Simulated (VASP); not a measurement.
Wanted: the native input for a VASP 6.6.1 run.

```
Task                   : single point
Functional             : PBE
Potentials or basis    : VASP PAW PBE potentials, release 64 (Er_3, Al, F), 4f in core
Cutoff                 : 600 eV
k mesh                 : 6 × 6 × 2
Occupations            : gaussian, width 0.1 eV
Spin                   : no spin polarisation
Dipole correction      : no
Mended                 : yes
Further INCAR settings : ALGO = Normal; EDIFF = 1e-06; NBANDS = 36
```

The structure of ErAlF2 lies in POSCAR:

```
ErAlF2
1.0
    3.1650116900      0.0000000000      0.0000000000
   -1.5825058400      2.7409805200      0.0000000000
    0.0000000000      0.0000000000     11.8256975100
Er Al F
2 2 4
Direct
    0.0000000000      0.0000000000      0.5000000000
    0.0000000000      0.0000000000      0.0000000000
    0.6666666700      0.3333333300      0.2500000000
    0.3333333300      0.6666666700      0.7500000000
    0.3333333300      0.6666666700      0.4300000100
    0.6666666700      0.3333333300      0.9300000100
    0.3333333300      0.6666666700      0.0699999900
    0.6666666700      0.3333333300      0.5699999900
```

The cell was built from a structure type or drawn by symmetry, and may not be a known phase.

These files were run (other wordings do the same):

INCAR

```
PREC = Accurate
ENCUT = 600
EDIFF = 1E-6
ISMEAR = 0
SIGMA = 0.1
LREAL = F
LASPH = T
NELM = 200
ALGO = Normal
ISIF = 2
LWAVE = F
LCHARG = F
GGA = PE
NBANDS = 36
GGA_COMPAT = F
LMAXMIX = 6
```

KPOINTS

```
regular mesh
0
Gamma
  6 6 2
```

Potentials or basis: VASP PAW PBE potentials, release 64 (Er_3, Al, F), 4f in core.

The run is started by

```bash
$ cat potpaw_PBE.64/Er_3/POTCAR potpaw_PBE.64/Al/POTCAR potpaw_PBE.64/F/POTCAR > POTCAR
$ mpirun -np 1 vasp_std > vasp.out
```

It gave:

The pressure is 65.7 GPa. The largest force is 1.658 eV/Å. The band gap on the k mesh is zero (bands 26 and 27 overlap by 0.19 eV).

Caveat: the k points lie up to 0.38 Å⁻¹ apart; spin-orbit coupling is left out, which moves the levels of the heavy elements; the 4f electrons are frozen in the core, so they carry no moment and show no levels; the run has no spin polarisation, though such a crystal can be magnetic; forces of over 1 eV/Å act on the atoms, so gaps and moduli don't describe the material at rest.

Run time: 44 s on 1 thread of AMD EPYC 9R45 96-Core Processor (Zen 5), on a shared host, peak memory 0.25 GiB.
